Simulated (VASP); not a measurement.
# WC (Qusongite) (P-6m2) in VASP: settings compared, part 3 of 3

VASP 6.6.1. The steps go on from the part before.

### Step 6. Single point, r2SCAN

Input file POSCAR:

```
WC
1.0
    2.9257489053      0.0000000000      0.0000000000
   -1.4628744527      2.5337728771      0.0000000000
    0.0000000000      0.0000000000      2.8553859779
W C
1 1
Direct
    0.0000000000      0.0000000000      0.0000000000
    0.6666666667      0.3333333333      0.5000000000
```

Input file INCAR.step1:

```
PREC = Accurate
ENCUT = 520
ISMEAR = -1
SIGMA = 0.05
LREAL = F
LASPH = T
NELM = 100
NBANDS = 16
GGA = PE
ALGO = Normal
EDIFF = 1E-4
LWAVE = T
LCHARG = F
```

Input file INCAR.step2:

```
PREC = Accurate
ENCUT = 520
EDIFF = 1E-7
ISMEAR = -1
SIGMA = 0.05
LREAL = F
LASPH = T
NELM = 100
ALGO = Normal
ISIF = 2
LWAVE = F
LCHARG = F
METAGGA = R2SCAN
LMIXTAU = T
NBANDS = 16
ISTART = 1
```

Input file KPOINTS:

```
regular mesh
0
Gamma
  10 10 9
```

Potentials or basis: VASP PAW PBE potentials, release 64 (W_sv, C).

Started as:

```
$ cat potpaw_PBE.64/W_sv/POTCAR potpaw_PBE.64/C/POTCAR > POTCAR
$ cp INCAR.step1 INCAR
$ mpirun -np 1 vasp_std > vasp.out
$ cp INCAR.step2 INCAR
$ mpirun -np 1 vasp_std > vasp.out
```

OUTCAR:

```text
PREC = Accurate
   ENCUT = 520
   EDIFF = 1E-7
   ISMEAR = -1
   LREAL = F
   LASPH = T
   NELM = 100
   ISIF = 2
   METAGGA = R2SCAN
   ISTART = 1

 ion  position               nearest neighbor table
   1  0.000  0.000  0.000-   2 2.21   2 2.21   2 2.21   2 2.21   2 2.21   2 2.21
   2  0.667  0.333  0.500-   1 2.21   1 2.21   1 2.21   1 2.21   1 2.21   1 2.21

  LATTYP: Found a hexagonal cell.
 ALAT       =     2.9257489053
 C/A-ratio  =     0.9759504559

  Lattice vectors:

 A1 = (   2.9257489053,   0.0000000000,   0.0000000000)
 A2 = (  -1.4628744527,   2.5337728771,   0.0000000000)
 A3 = (   0.0000000000,   0.0000000000,   2.8553859779)

Analysis of symmetry for initial positions (statically):
=====================================================================
 Subroutine PRICEL returns:
 Original cell was already a primitive cell.

 Routine SETGRP: Setting up the symmetry group for a
 hexagonal supercell.

 Subroutine GETGRP returns: Found 12 space group operations
 (whereof 12 operations were pure point group operations)
 out of a pool of 24 trial point group operations.

The static configuration has the point symmetry D_3h.

Analysis of symmetry for dynamics (positions and initial velocities):
=====================================================================
 Subroutine PRICEL returns:
 Original cell was already a primitive cell.

 Routine SETGRP: Setting up the symmetry group for a
 hexagonal supercell.

 Subroutine GETGRP returns: Found 12 space group operations
 (whereof 12 operations were pure point group operations)
 out of a pool of 24 trial point group operations.

The dynamic configuration has the point symmetry D_3h.

 Subroutine INISYM returns: Found 12 space group operations
 (whereof 12 operations are pure point group operations),
 and found     1 'primitive' translations

----------------------------------------------------------------------------------------

                                     Primitive cell

  volume of cell :      21.1675

  direct lattice vectors                    reciprocal lattice vectors
     2.925748905  0.000000000  0.000000000     0.341792831  0.197334183  0.000000000
    -1.462874453  2.533772877  0.000000000     0.000000000  0.394668366  0.000000000
     0.000000000  0.000000000  2.855385978     0.000000000  0.000000000  0.350215350

  length of vectors
     2.925748905  2.925748905  2.855385978     0.394668366  0.394668366  0.350215350

  position of ions in fractional coordinates (direct lattice)
     0.000000000  0.000000000  0.000000000
     0.666666667  0.333333333  0.500000000

  ion indices of the primitive-cell ions
   primitive index   ion index
                 1           1
                 2           2

----------------------------------------------------------------------------------------

 KPOINTS: regular mesh

Automatic generation of k-mesh.
 Grid dimensions read from file:
 generate k-points for:   10   10    9

 Generating k-lattice:

  Cartesian coordinates                     Fractional coordinates (reciprocal lattice)
     0.034179283  0.019733418  0.000000000     0.100000000 -0.000000000  0.000000000
     0.000000000  0.039466837  0.000000000     0.000000000  0.100000000  0.000000000
     0.000000000  0.000000000  0.038912817     0.000000000  0.000000000  0.111111111

  Length of vectors
     0.039466837  0.039466837  0.038912817

  Shift w.r.t. Gamma in fractional coordinates (k-lattice)
     0.000000000  0.000000000  0.000000000

 Subroutine IBZKPT returns following result:
 ===========================================

 Found     70 irreducible k-points:

 Following reciprocal coordinates:
            Coordinates               Weight
  0.000000  0.000000  0.000000      1.000000
  0.100000  0.000000  0.000000      6.000000
  0.200000  0.000000  0.000000      6.000000
  0.300000 -0.000000  0.000000      6.000000
  0.400000  0.000000  0.000000      6.000000
  0.500000  0.000000  0.000000      3.000000
[... 16 lines left out ...]
  0.300000  0.100000  0.111111     24.000000
  0.400000  0.100000  0.111111     24.000000
 [... further k-points ...]
   k-points           NKPTS =     70   k-points in BZ     NKDIM =     70   number of bands    NBANDS=     16
   number of dos      NEDOS =    301   number of ions     NIONS =      2
   total plane-waves  NPLWV =  13824
   dimension x,y,z NGX =    24 NGY =   24 NGZ =   24
   dimension x,y,z NGXF=    48 NGYF=   48 NGZF=   48
   ions per type =               1   1
   NGX,Y,Z   is equivalent  to a cutoff of  13.64, 13.64, 13.97 a.u.
   NGXF,Y,Z  is equivalent  to a cutoff of  27.27, 27.27, 27.95 a.u.
 SYSTEM =  unknown system
   PREC   = accura    normal or accurate (medium, high low for compatibility)
   ISTART =      1    job   : 0-new  1-cont  2-samecut
   ICHARG =      0    charge: 1-file 2-atom 10-const
   ISPIN  =      1    spin polarized calculation?
   LNONCOLLINEAR =      F non collinear calculations
   LSORBIT =      F    spin-orbit coupling
   LASPH  =      T    aspherical Exc in radial PAW
   ENCUT  =  520.0 eV  38.22 Ry    6.18 a.u.   5.44  5.44  5.31*2*pi/ulx,y,z
   NELM   =    100;   NELMIN=  2; NELMDL=  0     # of ELM steps
   EDIFF  = 0.1E-06   stopping-criterion for ELM
   LREAL  =      F    real-space projection
   EDIFFG = 0.1E-05   stopping-criterion for IOM
   NSW    =      0    number of steps for IOM
   IBRION =     -1    ionic relax: 0-MD 1-quasi-New 2-CG
   NFREE  =      0    steps in history (QN), initial steepest desc. (CG)
   ISIF   =      2    stress and relaxation
   ISYM   =      2    0-nonsym 1-usesym 2-fastsym
   POTIM  = 0.5000    time-step for ionic-motion
   TEBEG  =    0.0;   TEEND  =   0.0 temperature during run
   PSTRESS=    0.0 pullay stress
   NELECT =      18.0000    total number of electrons
   NUPDOWN=      -1.0000    fix difference up-down
   EMIN   =  10.00;   EMAX   =-10.00  energy-range for DOS
[... 5 lines left out ...]
     AMIX     =   0.40;   BMIX     =  1.00
     AMIX_MAG =   1.60;   BMIX_MAG =  1.00
  volume/ion in A,a.u.               =      10.58        71.42
  Fermi-wavevector in a.u.,A,eV,Ry     =   1.550991  2.930947 32.729789  2.405572
  Thomas-Fermi vector in A             =   2.655574
   LORBIT       =      0    0 simple, 1 ext, 2 COOP (PROOUT), +10 PAW based schemes
   METAGGA = R2SCAN    functional components
   LHFCALC =     F    Hartree Fock is set to
   AEXX    =    0.0000 exact exchange contribution
   IVDW    =     0    specifies the selected vdW correction
   LEPSILON=     F    determine dielectric tensor
   LRPA    =     F    only Hartree local field effects (RPA)
 non-spin polarized calculation
  energy-cutoff  :      520.00
  volume of cell :       21.17
 maximum number of plane-waves:       599
 NGX is ok and might be reduce to    24
   NGX = 11   NGY = 11   NGZ = 11

 number of electron      18.0000000 magnetization

 Free energy of the ion-electron system (eV)
  ---------------------------------------------------
  ext. energy  EPLUGINS =         0.00000000
  ---------------------------------------------------
  free energy    TOTEN  =       -61.61423588 eV

  energy without entropy =      -61.61219917  energy(sigma->0) =      -61.61321753

 E-fermi :  10.7170     XC(G=0): -14.8436

 val. band max:       10.6565242148   @ k =   0.0000   0.0000   0.3333
 cond. band min:      10.7174671527   @ k =   0.4000   0.2000   0.0000
 fundamental gap:      0.0609429379
 Fermi energy:        10.7169659707

 k-point     1 :       0.0000    0.0000    0.0000
  band No.  band energies     occupation
      1     -65.3030      2.00000
      2     -28.6134      2.00000
      3     -28.5092      2.00000
      4     -28.5092      2.00000
      5      -4.4046      2.00000
      6       6.3071      2.00000
[... 8 lines left out ...]
     15      25.7453      0.00000
     16      28.0873      0.00000

 k-point     2 :       0.1000    0.0000    0.0000
  band No.  band energies     occupation
      1     -65.2973      2.00000
      2     -28.6030      2.00000
      3     -28.5900      2.00000
      4     -28.5274      2.00000
      5      -4.1435      2.00000
      6       6.3474      2.00000
[... 8 lines left out ...]
     15      25.2931      0.00000
     16      28.6525      0.00000
[... 387 lines left out ...]
      5      -1.6535      2.00000
      6       4.2050      2.00000
[... 8 lines left out ...]
     15      25.6029      0.00000
     16      28.0126      0.00000

 k-point    24 :       0.4000    0.1000    0.1111
  band No.  band energies     occupation
      1     -65.2385      2.00000
      2     -29.2598      2.00000
      3     -28.7327      2.00000
      4     -28.5855      2.00000
      5      -0.9801      2.00000
      6       3.6263      2.00000
[... 8 lines left out ...]
     15      24.6670      0.00000
     16      28.9464      0.00000

 [... further k-points ...]
[... 5 lines left out ...]
  --------------------------------------------------------------------------------------
  -------------------------------------------------------------------------------------
  Total       -0.4881732     -0.4881732     -0.8721903      0.0000000     -0.0000000      0.0000000
  in kB      -36.9500441    -36.9500441    -66.0164694      0.0000000     -0.0000000      0.0000000
  external PRESSURE =     -46.6388525 kB  Pullay stress =       0.0000000 kB

 VOLUME and BASIS-vectors are now :
 -----------------------------------------------------------------------------
  energy-cutoff  :      520.00
  volume of cell :       21.17
      direct lattice vectors                 reciprocal lattice vectors
     2.925748905  0.000000000  0.000000000     0.341792831  0.197334183  0.000000000
    -1.462874453  2.533772877  0.000000000     0.000000000  0.394668366  0.000000000
     0.000000000  0.000000000  2.855385978     0.000000000  0.000000000  0.350215350

 POSITION                                       TOTAL-FORCE (eV/Angst)
 -----------------------------------------------------------------------------------
      0.00000      0.00000      0.00000         0.000000     -0.000000      0.000000
      1.46287      0.84459      1.42769         0.000000      0.000000      0.000000
 -----------------------------------------------------------------------------------
    total drift:                               -0.000000      0.000000      0.000000

  FREE ENERGIE OF THE ION-ELECTRON SYSTEM (eV)
  ---------------------------------------------------
  free  energy   TOTEN  =       -61.6142358816 eV

  energy  without entropy=      -61.6121991701  energy(sigma->0) =      -61.61321753
```

OUTCAR.step1:

```text
PREC = Accurate
   ENCUT = 520
   ISMEAR = -1
   LREAL = F
   LASPH = T
   NELM = 100
[... 676 lines left out ...]
 -----------------------------------------------------------------------------------
      0.00000      0.00000      0.00000         0.000000      0.000000      0.000000
      1.46287      0.84459      1.42769        -0.000000     -0.000000      0.000000
 -----------------------------------------------------------------------------------
    total drift:                               -0.000000      0.000000      0.000000

  FREE ENERGIE OF THE ION-ELECTRON SYSTEM (eV)
  ---------------------------------------------------
  free  energy   TOTEN  =       -22.4537738905 eV

  energy  without entropy=      -22.4518603413  energy(sigma->0) =      -22.45281712
```

OSZICAR.step1:

```text
N       E                     dE             d eps       ncg     rms          rms(c)
DAV:   1     0.110924958151E+03    0.11092E+03   -0.95703E+03  2248   0.126E+03
DAV:   2    -0.222860072719E+02   -0.13321E+03   -0.12914E+03  2672   0.336E+02
DAV:   3    -0.255160475753E+02   -0.32300E+01   -0.32191E+01  2480   0.497E+01
DAV:   4    -0.255327902078E+02   -0.16743E-01   -0.16742E-01  2944   0.408E+00
DAV:   5    -0.255329144706E+02   -0.12426E-03   -0.12426E-03  2456   0.334E-01    0.312E+01
DAV:   6    -0.225463841937E+02    0.29865E+01   -0.58469E+00  2696   0.259E+01    0.798E+00
DAV:   7    -0.224822750413E+02    0.64109E-01   -0.45014E-01  2344   0.514E+00    0.598E+00
DAV:   8    -0.224551443212E+02    0.27131E-01   -0.70816E-02  2480   0.227E+00    0.106E+00
DAV:   9    -0.224538368021E+02    0.13075E-02   -0.34052E-03  2464   0.452E-01    0.126E-01
DAV:  10    -0.224537738905E+02    0.62912E-04   -0.32118E-04  2640   0.204E-01
   1 F= -.22453774E+02 E0= -.22452817E+02  d E =-.191355E-02
```

Wall time 1.9 min (1 thread of Intel Xeon 8259CL, shared host); peak memory 0.16 GiB.

What came out:

| Item | Value |
| --- | --- |
| Free energy | -61.6142 eV |
| Pressure | -4.7 GPa |
| Band gap on the k mesh | zero (band 9 reaches 11.37 eV, above the bottom of band 10 at 10.18 eV) |

Caveat: the PAW data sets were made with another functional, which shifts forces and pressure a little; spin-orbit coupling is left out, which moves the levels of the heavy elements.

### Step 7. Summary

```tsv
level	potentials or basis	cell	k mesh	cutoff (eV)	second run	gap on the mesh (eV)	pressure (GPa)
r2SCAN	VASP PAW PBE potentials, release 64 (W_sv, C_h)	a = 2.926, b = 2.926, c = 2.855 Å, angles 90.0, 90.0, 120.0°, 2 atoms	10 × 10 × 9	910	hard_potentials	none	-4.8
PBE	VASP PAW PBE potentials, release 64 (W_sv, C_h)	a = 2.877, b = 2.877, c = 2.837 Å, angles 90.0, 90.0, 120.0°, 2 atoms	9 × 9 × 8	910	hard_potentials	none	15.0
LDA	VASP PAW LDA potentials, release 64 (W_sv, C)	a = 2.867, b = 2.867, c = 2.798 Å, angles 90.0, 90.0, 120.0°, 2 atoms	10 × 10 × 9	520	-	none	10.3
r2SCAN	VASP PAW PBE potentials, release 64 (W_sv, C)	a = 2.847, b = 2.847, c = 2.779 Å, angles 90.0, 90.0, 120.0°, 2 atoms	10 × 10 × 9	520	-	none	33.0
r2SCAN	VASP PAW PBE potentials, release 64 (W_sv, C)	a = 2.926, b = 2.926, c = 2.855 Å, angles 90.0, 90.0, 120.0°, 2 atoms	10 × 10 × 9	520	-	none	-4.7
```

Alike in all rows: task single point; no spin polarisation; smearing fermi-dirac 0.05 eV.

Caveats: spin-orbit coupling is left out, which moves the levels of the heavy elements; the PAW data sets were made with another functional, which shifts forces and pressure a little (some runs); the cutoff is under 1.25 times the usual one of these potentials, so pressure, stress and relaxed cells hold a basis-set (Pulay) error (some runs).

Total energies depend on the potentials used, so only differences within one code and one set of settings carry meaning.
